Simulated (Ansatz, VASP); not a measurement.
# MnAs in VASP and in Ansatz

File INCAR:

```
  ALGO = Normal
  EDIFF = 1E-7
  ENCUT = 520
  GGA = PS
  ISIF = 2
  ISMEAR = 1
  ISPIN = 2
  LASPH = True
  LCHARG = False
  LMAXMIX = 4
  LORBIT = 11
  LREAL = False
  LWAVE = False
  MAGMOM = 2.8 2.8 0 0
  NBANDS = 30
  NELM = 150
  PREC = Accurate
  SIGMA = 0.1
```

File KPOINTS:

```
k-points
0
Gamma
  7 7 4
```

File POSCAR:

```
MnAs
1.0
    3.7100000000      0.0000000000      0.0000000000
   -1.8550000000      3.2129540000      0.0000000000
    0.0000000000      0.0000000000      5.6910000000
Mn As
2 2
Direct
    0.0000000000      0.0000000000      0.0000000000
    0.0000000000      0.0000000000      0.5000000000
    0.3333333333      0.6666666667      0.2500000000
    0.6666666667      0.3333333333      0.7500000000
```

Input for Ansatz:

```yaml
crystal:
  lattice:
    - [3.71, 0.0, 0.0]
    - [-1.855, 3.212954, 0.0]
    - [0.0, 0.0, 5.691]
  atoms:
    - { symbol: Mn, position: [0.0, 0.0, 0.0] }
    - { symbol: Mn, position: [0.0, 0.0, 0.5] }
    - { symbol: As, position: [0.3333333333333333, 0.6666666666666666, 0.25] }
    - { symbol: As, position: [0.6666666666666666, 0.3333333333333333, 0.75] }
kpoints:
  mp_grid:
    grid: [7, 7, 4]
    shift: [0.0, 0.0, 0.0]
hamiltonian:
  xc: pbesol
magnetization:
  spin_polarized: true
  per_species:
    Mn: 2.8
scf:
  occupations:
    method: methfessel_paxton
    width: 0.1
```

Alike in both runs: task single point; functional PBEsol; k mesh 7 × 7 × 4; occupations methfessel-paxton of order 1, width 0.1 eV; collinear spin.

```csv
,VASP,Ansatz
version,VASP 6.6.1,Ansatz 0.2.0
potentials or method,"VASP PAW PBE potentials, release 64 (Mn_pv, As)","plane waves, PAW"
plane-wave cutoff (eV),520,420
valence electrons in the cell,36,60
```

|  | VASP | Ansatz | Ansatz less VASP |
| --- | --- | --- | --- |
| net moment per atom (μB) | 1.59 | 1.59 | 0.000 |
| size of the moment on the site where the two differ most (μB) | 3.22 | 3.17 | -0.047 |

VASP's potentials were made for PBE, not for PBEsol. Site moments also hang on the region over which each program counts them. The functional is the same, so the differences come from potentials, cutoffs and numerics. VASP's potentials hold 36 valence electrons a cell and Ansatz's 60, so a difference there can come from the potentials and not from the codes. Ansatz's warnings: stability check not made.
